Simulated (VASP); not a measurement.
Set up this calculation in VASP 6.6.1, as the native input.

```
Task                   : electric field gradients
Functional             : LDA
Potentials or basis    : VASP PAW LDA potentials, release 64 (Mg, Au)
Cutoff                 : 520 eV
k mesh                 : 13 × 13 × 13
Occupations            : fermi-dirac, width 0.05 eV
Spin                   : no spin polarisation
Dipole correction      : no
Further INCAR settings : ALGO = Normal; EDIFF = 1e-08; NBANDS = 14
```

The structure of MgAu lies in POSCAR:

```
MgAu
1.0
    3.2481002530      0.0000000000      0.0000000000
    0.0000000000      3.2481002530      0.0000000000
    0.0000000000      0.0000000000      3.2481002530
Mg Au
1 1
Direct
    0.5000000000      0.5000000000      0.5000000000
    0.0000000000      0.0000000000      0.0000000000
```

This cell differs from its parent crystal: volume scaled by 0.99.

One way to write it, as run:

INCAR

```
SYSTEM = MgAu
PREC = Accurate ; ENCUT = 520
EDIFF = 1E-8 ; ISMEAR = -1
SIGMA = 0.05 ; LREAL = .False.
LASPH = .True. ; NELM = 60
ALGO = Normal ; ISIF = 2
LWAVE = .False. ; LCHARG = .False.
GGA = CA ; LEFG = .True.
NBANDS = 14
```

KPOINTS

```
Automatic mesh
0
Gamma
  13 13 13
  0 0 0
```

Potentials or basis: VASP PAW LDA potentials, release 64 (Mg, Au).

Command:

```bash
$ cat potpaw_LDA.64/Mg/POTCAR potpaw_LDA.64/Au/POTCAR > POTCAR
$ mpirun -np 1 vasp_std > vasp.out
```

Results of the run:

| Quantity | Value |
| --- | --- |
| Pressure | -3.0 GPa |

Caveat: without QUAD_EFG the Cq values of the log hold for a quadrupole moment of 1 mb, not for the nuclei.

It took 20 s on 1 thread of Intel(R) Xeon(R) Platinum 8375C CPU @ 2.90GHz (Ice Lake), on a shared host, peak memory 0.16 GiB.
